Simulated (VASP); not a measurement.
# Ti3Se (C2/m) in VASP: single point with PBE

Aim: the single point of Ti3Se with PBE.

All numbers are computed with VASP 6.6.1; they aren't measurements. Logs are shortened: lines on timing, memory, paths and dates and some standing lists are left out, and cuts for length are marked.

## Step 1: The cell of the first run

It takes space group C2/m (No. 12, monoclinic). The conventional cell has a = 9.028 Å, b = 4.897 Å, c = 4.907 Å, α = 90.00°, β = 111.21°, γ = 90.00°. Ti (site symmetry 2/m) has 2 Se at 2.45 Å and 4 Ti at 2.93 Å within 3.2 Å. Ti (site symmetry -1) has 4 Ti at 2.45 to 2.93 Å and 2 Se at 2.57 Å within 3.2 Å. Se (site symmetry 2/m) has 6 Ti at 2.45 to 2.57 Å within 3.2 Å.

The cell was generated, and may not be a known phase.

## Step 2: Single point, PBE, collinear spin

INCAR

```
PREC = Accurate
ENCUT = 520
EDIFF = 1E-6
ISMEAR = 0
SIGMA = 0.1
LREAL = False
LASPH = True
NELM = 150
ALGO = Normal
ISIF = 2
LWAVE = False
LCHARG = False
ISPIN = 2
MAGMOM = -1 1 1 0
LORBIT = 11
LMAXMIX = 4
GGA = PE
NBANDS = 33
```

KPOINTS

```
Automatic mesh
0
Gamma
  6 6 6
```

POSCAR

```
Ti3Se
1.0
    2.4487104586      2.0260148992      4.0337410617
   -2.4487104586      2.0260148992      4.0337410617
    0.0000000000     -3.2912883712      3.6393441435
Ti Se
3 1
Direct
    0.0000000000      0.0000000000      0.5000000000
    0.5000000000      0.0000000000      0.0000000000
    0.0000000000      0.5000000000      0.0000000000
    0.0000000000      0.0000000000      0.0000000000
```

Potentials or basis: VASP PAW PBE potentials, release 64 (Ti_sv, Se).

Started as:

```
$ cat potpaw_PBE.64/Ti_sv/POTCAR potpaw_PBE.64/Se/POTCAR > POTCAR
$ mpirun -np 1 vasp_std > vasp.out
```

OUTCAR:

```text
PREC = Accurate
   ENCUT = 520
   EDIFF = 1E-6
   ISMEAR = 0
   LREAL = False
   LASPH = True
   NELM = 150
   ISIF = 2
   ISPIN = 2
   LORBIT = 11
   GGA = PE

 ion  position               nearest neighbor table
   1  0.000  0.000  0.500-   4 2.45   4 2.45
   2  0.500  0.000  0.000-   3 2.45   3 2.45   4 2.57   4 2.57
   3  0.000  0.500  0.000-   2 2.45   2 2.45   4 2.57   4 2.57
   4  0.000  0.000  0.000-   1 2.45   1 2.45   3 2.57   2 2.57   3 2.57   2 2.57

  LATTYP: Found a base centered monoclinic cell.
 ALAT       =     9.0279130090
 B/A-ratio  =     0.5424754218
 C/A-ratio  =     0.5435224320
 COS(beta)  =    -0.3617239367

  Lattice vectors:

 A1 = (  -2.4487104586,  -2.0260148992,  -4.0337410617)
 A2 = (   2.4487104586,  -2.0260148992,  -4.0337410617)
 A3 = (   0.0000000000,  -3.2912883712,   3.6393441435)

Analysis of symmetry for initial positions (statically):
=====================================================================
 Subroutine PRICEL returns:
 Original cell was already a primitive cell.

 Routine SETGRP: Setting up the symmetry group for a
 base centered monoclinic supercell.

 Subroutine GETGRP returns: Found  4 space group operations
 (whereof  4 operations were pure point group operations)
 out of a pool of  4 trial point group operations.

The static configuration has the point symmetry C_2h.

Analysis of symmetry for dynamics (positions and initial velocities):
=====================================================================
 Subroutine PRICEL returns:
 Original cell was already a primitive cell.

 Routine SETGRP: Setting up the symmetry group for a
 base centered monoclinic supercell.

 Subroutine GETGRP returns: Found  4 space group operations
 (whereof  4 operations were pure point group operations)
 out of a pool of  4 trial point group operations.

The dynamic configuration has the point symmetry C_2h.

Analysis of structural, dynamic, and magnetic symmetry:
=====================================================================
 Subroutine PRICEL returns:
 Original cell was already a primitive cell.

 Routine SETGRP: Setting up the symmetry group for a
 base centered monoclinic supercell.

 Subroutine GETGRP returns: Found  4 space group operations
 (whereof  4 operations were pure point group operations)
 out of a pool of  4 trial point group operations.

The overall configuration has the point symmetry C_2h.

 Subroutine INISYM returns: Found  4 space group operations
 (whereof  4 operations are pure point group operations),
 and found     1 'primitive' translations

----------------------------------------------------------------------------------------

                                     Primitive cell

  volume of cell :     101.1296

  direct lattice vectors                    reciprocal lattice vectors
     2.448710459  2.026014899  4.033741062     0.204189106  0.088121546  0.079693870
    -2.448710459  2.026014899  4.033741062    -0.204189106  0.088121546  0.079693870
     0.000000000 -3.291288371  3.639344143     0.000000000 -0.195342613  0.098114142

  length of vectors
     5.135366222  5.135366222  4.906873234     0.236240790  0.236240790  0.218598082

  position of ions in fractional coordinates (direct lattice)
     0.000000000  0.000000000  0.500000000
     0.500000000  0.000000000  0.000000000
     0.000000000  0.500000000  0.000000000
     0.000000000  0.000000000  0.000000000

  ion indices of the primitive-cell ions
   primitive index   ion index
                 1           1
                 2           2
                 3           3
                 4           4

----------------------------------------------------------------------------------------

 KPOINTS: Automatic mesh

Automatic generation of k-mesh.
 Grid dimensions read from file:
 generate k-points for:    6    6    6

 Generating k-lattice:

  Cartesian coordinates                     Fractional coordinates (reciprocal lattice)
     0.034031518  0.014686924  0.013282312     0.166666667 -0.000000000  0.000000000
    -0.034031518  0.014686924  0.013282312    -0.000000000  0.166666667  0.000000000
     0.000000000 -0.032557102  0.016352357     0.000000000  0.000000000  0.166666667

  Length of vectors
     0.039373465  0.039373465  0.036433014

  Shift w.r.t. Gamma in fractional coordinates (k-lattice)
     0.000000000  0.000000000  0.000000000

 Subroutine IBZKPT returns following result:
 ===========================================

 Found     68 irreducible k-points:

 Following reciprocal coordinates:
            Coordinates               Weight
  0.000000  0.000000  0.000000      1.000000
  0.166667  0.000000 -0.000000      4.000000
  0.333333 -0.000000  0.000000      4.000000
  0.500000  0.000000  0.000000      2.000000
  0.166667  0.166667 -0.000000      2.000000
  0.333333  0.166667 -0.000000      4.000000
[... 16 lines left out ...]
 -0.333333  0.166667  0.166667      4.000000
 -0.166667  0.166667  0.166667      4.000000
 [... further k-points ...]
   k-points           NKPTS =     68   k-points in BZ     NKDIM =     68   number of bands    NBANDS=     33
   number of dos      NEDOS =    301   number of ions     NIONS =      4
   total plane-waves  NPLWV =  57600
   dimension x,y,z NGX =    40 NGY =   40 NGZ =   36
   dimension x,y,z NGXF=    80 NGYF=   80 NGZF=   72
   ions per type =               3   1
   NGX,Y,Z   is equivalent  to a cutoff of  12.95, 12.95, 12.20 a.u.
   NGXF,Y,Z  is equivalent  to a cutoff of  25.90, 25.90, 24.39 a.u.
 SYSTEM =  unknown system
   PREC   = accura    normal or accurate (medium, high low for compatibility)
   ISTART =      0    job   : 0-new  1-cont  2-samecut
   ICHARG =      2    charge: 1-file 2-atom 10-const
   ISPIN  =      2    spin polarized calculation?
   LNONCOLLINEAR =      F non collinear calculations
   LSORBIT =      F    spin-orbit coupling
   LASPH  =      T    aspherical Exc in radial PAW
   ENCUT  =  520.0 eV  38.22 Ry    6.18 a.u.   9.55  9.55  9.12*2*pi/ulx,y,z
   NELM   =    150;   NELMIN=  2; NELMDL= -5     # of ELM steps
   EDIFF  = 0.1E-05   stopping-criterion for ELM
   LREAL  =      F    real-space projection
   EDIFFG = 0.1E-04   stopping-criterion for IOM
   NSW    =      0    number of steps for IOM
   IBRION =     -1    ionic relax: 0-MD 1-quasi-New 2-CG
   NFREE  =      0    steps in history (QN), initial steepest desc. (CG)
   ISIF   =      2    stress and relaxation
   ISYM   =      2    0-nonsym 1-usesym 2-fastsym
   POTIM  = 0.5000    time-step for ionic-motion
   TEBEG  =    0.0;   TEEND  =   0.0 temperature during run
   PSTRESS=    0.0 pullay stress
   NELECT =      42.0000    total number of electrons
   NUPDOWN=      -1.0000    fix difference up-down
   EMIN   =  10.00;   EMAX   =-10.00  energy-range for DOS
   EFERMI =   0.00;   METHOD = LEGACY
   ISMEAR =     0;   SIGMA  =   0.10  broadening in eV -4-tet -1-fermi 0-gaus
   EFERMI_NEDOS =   21; number of points for ismear=-14 and -15
   IALGO  =     38    algorithm
   IMIX   =      4    mixing-type and parameters
     AMIX     =   0.40;   BMIX     =  1.00
     AMIX_MAG =   1.60;   BMIX_MAG =  1.00
  volume/ion in A,a.u.               =      25.28       170.61
  Fermi-wavevector in a.u.,A,eV,Ry     =   1.221420  2.308150 20.298088  1.491867
  Thomas-Fermi vector in A             =   2.356603
   LORBIT       =     11    0 simple, 1 ext, 2 COOP (PROOUT), +10 PAW based schemes
   GGA     = PE    functional components
   LHFCALC =     F    Hartree Fock is set to
   AEXX    =    0.0000 exact exchange contribution
   IVDW    =     0    specifies the selected vdW correction
   LEPSILON=     F    determine dielectric tensor
   LRPA    =     F    only Hartree local field effects (RPA)
 spin polarized calculation
 Gauss-broadening in eV      SIGMA  =   0.10
  energy-cutoff  :      520.00
  volume of cell :      101.13
 maximum number of plane-waves:      2762
 NGX is ok and might be reduce to    40
   NGX = 19   NGY = 19   NGZ = 19

 number of electron      41.9999997 magnetization       0.0016745

 Free energy of the ion-electron system (eV)
  ---------------------------------------------------
  ext. energy  EPLUGINS =         0.00000000
  ---------------------------------------------------
  free energy    TOTEN  =       -24.67644015 eV

  energy without entropy =      -24.64873880  energy(sigma->0) =      -24.66258948

 E-fermi :   4.6396     XC(G=0):  -9.2987

 val. band max:        4.6395017828   @ k =   0.5000   0.1667   0.5000
 cond. band min:       4.6397478227   @ k =   0.3333   0.3333   0.5000
 fundamental gap:      0.0002460399
 Fermi energy:         4.6395922944

 spin component 1

 k-point     1 :       0.0000    0.0000    0.0000
  band No.  band energies     occupation
      1     -52.5194      1.00000
      2     -52.1749      1.00000
      3     -51.9197      1.00000
      4     -29.0103      1.00000
      5     -28.9550      1.00000
      6     -28.9104      1.00000
[... 853 lines left out ...]
     32       7.9056      0.00000
     33       8.3015      0.00000

 [... further k-points ...]

 spin component 2

 k-point     1 :       0.0000    0.0000    0.0000
  band No.  band energies     occupation
      1     -52.5190      1.00000
      2     -52.1746      1.00000
      3     -51.9193      1.00000
      4     -29.0100      1.00000
      5     -28.9548      1.00000
      6     -28.9099      1.00000
[... 853 lines left out ...]
     32       7.9058      0.00000
     33       8.3018      0.00000

 [... further k-points ...]

------------------------ aborting loop because EDIFF is reached ----------------------------------------

  FORCE on cell =-STRESS in cart. coord.  units (eV):
  Direction    XX          YY          ZZ          XY          YZ          ZX
  --------------------------------------------------------------------------------------
  -------------------------------------------------------------------------------------
  Total       -0.0426039      0.0901605      0.0781565      0.0000000      0.0432350      0.0000000
  in kB       -0.6749652      1.4283953      1.2382181      0.0000000      0.6849632      0.0000000
  external PRESSURE =       0.6638827 kB  Pullay stress =       0.0000000 kB

 VOLUME and BASIS-vectors are now :
 -----------------------------------------------------------------------------
  energy-cutoff  :      520.00
  volume of cell :      101.13
      direct lattice vectors                 reciprocal lattice vectors
     2.448710459  2.026014899  4.033741062     0.204189106  0.088121546  0.079693870
    -2.448710459  2.026014899  4.033741062    -0.204189106  0.088121546  0.079693870
     0.000000000 -3.291288371  3.639344143     0.000000000 -0.195342613  0.098114142

 POSITION                                       TOTAL-FORCE (eV/Angst)
 -----------------------------------------------------------------------------------
      0.00000     -1.64564      1.81967        -0.000000      0.000000      0.000000
      1.22436      1.01301      2.01687         0.000000     -0.000000     -0.000000
     -1.22436      1.01301      2.01687        -0.000000      0.000000     -0.000000
      0.00000      0.00000      0.00000        -0.000000     -0.000000     -0.000000
 -----------------------------------------------------------------------------------
    total drift:                               -0.000000      0.000000     -0.000000

  FREE ENERGIE OF THE ION-ELECTRON SYSTEM (eV)
  ---------------------------------------------------
  free  energy   TOTEN  =       -24.6764401512 eV

  energy  without entropy=      -24.6487388010  energy(sigma->0) =      -24.66258948

 total charge

# of ion       s       p       d       tot
------------------------------------------
    1        2.175   6.068   1.966  10.209
    2        2.209   6.060   2.101  10.371
    3        2.209   6.060   2.101  10.371
    4        1.433   2.515   0.084   4.032
--------------------------------------------------
tot          8.026  20.704   6.253  34.983

 magnetization (x)

# of ion       s       p       d       tot
------------------------------------------
    1       -0.000   0.000   0.000   0.000
    2        0.000   0.000   0.000   0.000
    3        0.000   0.000   0.000   0.000
    4       -0.000  -0.000   0.000  -0.000
--------------------------------------------------
tot          0.000   0.000   0.001   0.001
```

Run time: 7.5 min. Hardware: 1 thread of Intel Xeon Platinum 8559C (Emerald Rapids), shared host; peak memory 0.49 GiB.

Results:

```
Free energy                                           : -24.6764 eV
Pressure                                              : 0.1 GPa
Band gap on the k mesh                                : zero (filled and empty bands overlap)
Net moment                                            : 0.00 μB per cell
Valence electrons inside the program's atomic spheres : Ti 10.21, 10.37 (each value once); Se 4.03
```
